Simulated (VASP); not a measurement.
Wanted: the native input for a VASP 6.6.1 run.

```
Task                   : single point
Functional             : LDA
Potentials or basis    : VASP PAW LDA potentials, release 64 (Ta_sv_GW, N)
Cutoff                 : 700 eV
k mesh                 : 15 × 15 × 8
Occupations            : gaussian, width 0.15 eV
Spin                   : no spin polarisation
Dipole correction      : no
Further INCAR settings : ALGO = Normal; EDIFF = 1e-06; NBANDS = 22
```

The structure of Ta2N lies in POSCAR:

```
Ta2N
1.0
    3.0618406011      0.0000000000      0.0000000000
   -1.5309203006      2.6516317429      0.0000000000
    0.0000000000      0.0000000000      5.0107231719
Ta N
2 1
Direct
    0.6666666667      0.3333333333      0.7466885012
    0.3333333333      0.6666666667      0.2533114988
    0.0000000000      0.0000000000      0.0000000000
```

This cell differs from its parent crystal: engineering shear strain xy +0.0000, normal strain along z +0.0467.

The input as run:

INCAR

```
SYSTEM = Ta2N
ALGO = Normal ; EDIFF = 1E-6
ENCUT = 700 ; GGA = CA
GGA_COMPAT = .FALSE. ; ISIF = 2
ISMEAR = 0 ; LASPH = .TRUE.
LCHARG = .FALSE. ; LREAL = .FALSE.
LWAVE = .FALSE. ; NBANDS = 22
NELM = 120 ; PREC = Accurate
SIGMA = 0.15
```

KPOINTS

```
k-points
0
G
  15 15 8
  0 0 0
```

Potentials or basis: VASP PAW LDA potentials, release 64 (Ta_sv_GW, N).

The run is started by

```sh
$ cat potpaw_LDA.64/Ta_sv_GW/POTCAR potpaw_LDA.64/N/POTCAR > POTCAR
$ mpirun -np 1 vasp_std > vasp.out
```

It gave:

| Property | Result |
| --- | --- |
| Pressure | -12.2 GPa |
| Largest force | 0.049 eV/Å |
| Band gap on the k mesh | zero (an odd number of electrons rules out a gap without spin polarisation) |

Caveat: the cell differs from its parent crystal (engineering shear strain xy +0.0000, normal strain along z +0.0467); the stress differs along the axes, from -18 to -9 GPa; spin-orbit coupling is left out, which moves the levels of the heavy elements.

Run time: 3.1 min on 1 thread of Intel(R) Xeon(R) Platinum 8488C (Sapphire Rapids) (shared host), peak memory 0.37 GiB.
